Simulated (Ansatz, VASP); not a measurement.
Given: the input of a run of Ansatz 0.2.0 on C.

Contents of input.yaml:

```yaml
crystal:
  lattice:
    - [0.0, 1.78337, 1.78337]
    - [1.78337, 0.0, 1.78337]
    - [1.78337, 1.78337, 0.0]
  atoms:
    - { symbol: C, position: [0.75, 0.75, 0.75] }
    - { symbol: C, position: [0.5, 0.5, 0.5] }
kpoints:
  mp_grid: { grid: [6, 6, 6] }
scf:
  occupations: { method: fermi_dirac, width: 0.05 }
hamiltonian:
  xc: { exchange: pbe, correlation: pbe, exx: { coeff: 0.1 } }
  pseudopotentials: { kind: all_electron, datasets: crystal }
output:
  forces: true
  stress: true
```

Potentials or basis: all-electron PAW datasets made for the crystal.

Command:

```sh
$ ansatz run input.yaml --threads 1 --pin off --max-ram 3072MiB --backend cpu --events-out ev --progress --plain --runs-dir out
```

Problem. Set up the same calculation for VASP 6.6.1. Potentials there: VASP PAW PBE potentials, release 64 (C).

Solution. As run (the cutoff follows the program's own potentials):

File POSCAR:

```
C
1.0
    0.0000000000      1.7833700000      1.7833700000
    1.7833700000      0.0000000000      1.7833700000
    1.7833700000      1.7833700000      0.0000000000
C
2
Direct
    0.7500000000      0.7500000000      0.7500000000
    0.5000000000      0.5000000000      0.5000000000
```

Contents of INCAR.step1:

```
SYSTEM = C
PREC = Accurate
ENCUT = 520
EDIFF = 1E-5
ISMEAR = -1
SIGMA = 0.05
LREAL = .FALSE.
LASPH = .TRUE.
NELM = 100
ALGO = Normal
ISIF = 2
LWAVE = .TRUE.
LCHARG = .FALSE.
NBANDS = 11
GGA = PE
```

File INCAR.step2:

```
SYSTEM = C
PREC = Accurate
ENCUT = 520
EDIFF = 1E-6
ISMEAR = -1
SIGMA = 0.05
LREAL = .FALSE.
LASPH = .TRUE.
NELM = 100
ALGO = Normal
ISIF = 2
LWAVE = .FALSE.
LCHARG = .FALSE.
GGA = PE
LHFCALC = .TRUE.
AEXX = 0.1
PRECFOCK = Normal
NBANDS = 11
ISTART = 1
```

KPOINTS

```
Automatic mesh
0
G
  6 6 6
  0 0 0
```

Potentials or basis: VASP PAW PBE potentials, release 64 (C).

The run is started by

```console
$ cat potpaw_PBE.64/C/POTCAR > POTCAR
$ cp INCAR.step1 INCAR
$ mpirun -np 1 vasp_std > vasp.out
$ cp INCAR.step2 INCAR
$ mpirun -np 1 vasp_std > vasp.out
```

Both were run:

|  | VASP | Ansatz | Ansatz less VASP |
| --- | --- | --- | --- |
| gap on the k mesh at the Fermi level (eV) | 4.93 | 4.92 | -0.004 |
| least direct gap on the mesh (eV) | 6.44 | 6.44 | -0.005 |
| pressure (GPa) | -1.6 | -2.3 | -0.70 |

VASP's potentials were made for PBE, not for PBE-based global hybrid. Ansatz ran all-electron here, and VASP with PAW potentials.

The k mesh is coarse, so the values compare programs but aren't converged.
